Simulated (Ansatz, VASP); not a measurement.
CaO: VASP beside Ansatz

```
CELL_PARAMETERS angstrom
0.00000 2.45713 2.45713
2.45713 0.00000 2.45713
2.45713 2.45713 0.00000
ATOMIC_POSITIONS crystal
Ca 0.50000 0.50000 0.50000
O 0.00000 0.00000 0.00000
```

Alike in both runs: task single point; functional PBEsol; k mesh 12 × 12 × 12; occupations gaussian, width 0.05 eV; no spin polarisation.

|  | VASP | Ansatz |
| --- | --- | --- |
| version | VASP 6.6.1 | Ansatz 0.2.0 |
| potentials or method | VASP PAW PBE potentials, release 64 (Ca_sv, O), cutoff 520 eV | scalar-relativistic, plane waves, PAW |
| valence electrons in the cell | 16 | 16 |

VASP gave:

- gap on the k mesh at the Fermi level (eV): 3.55
- least direct gap on the mesh (eV): 3.94
- pressure (GPa): -8.2

Task: Estimate Ansatz's values.

Result: gap on the k mesh at the Fermi level (eV): 3.57; least direct gap on the mesh (eV): 3.96; pressure (GPa): -8.6.

VASP's potentials were made for PBE, not for PBEsol.
